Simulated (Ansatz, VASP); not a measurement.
# CuI in VASP and in Ansatz

```
CELL_PARAMETERS angstrom
0.00000 2.92682 2.92682
2.92682 0.00000 2.92682
2.92682 2.92682 0.00000
ATOMIC_POSITIONS crystal
Cu 0.75000 0.75000 0.75000
I 0.00000 0.00000 0.00000
```

Alike in both runs: task single point; functional PBE; k mesh 8 × 8 × 8; occupations gaussian, width 0.05 eV; no spin polarisation.

```csv
,VASP,Ansatz
version,VASP 6.6.1,Ansatz 0.2.0
potentials or method,"VASP PAW PBE potentials, release 64 (Cu, I), cutoff 520 eV","scalar-relativistic, plane waves, PAW"
valence electrons in the cell,18,36
```

|  | VASP | Ansatz | Ansatz less VASP |
| --- | --- | --- | --- |
| gap on the k mesh at the Fermi level (eV) | 1.45 | 1.42 | -0.025 |
| least direct gap on the mesh (eV) | 1.45 | 1.42 | -0.025 |
| pressure (GPa) | 6.0 | 5.9 | -0.05 |

With one functional, cell and mesh, what is left measures potentials, basis and numerics. VASP's potentials hold 18 valence electrons a cell and Ansatz's 36, so a difference there can come from the potentials and not from the codes.

Neither program's run includes spin-orbit coupling.
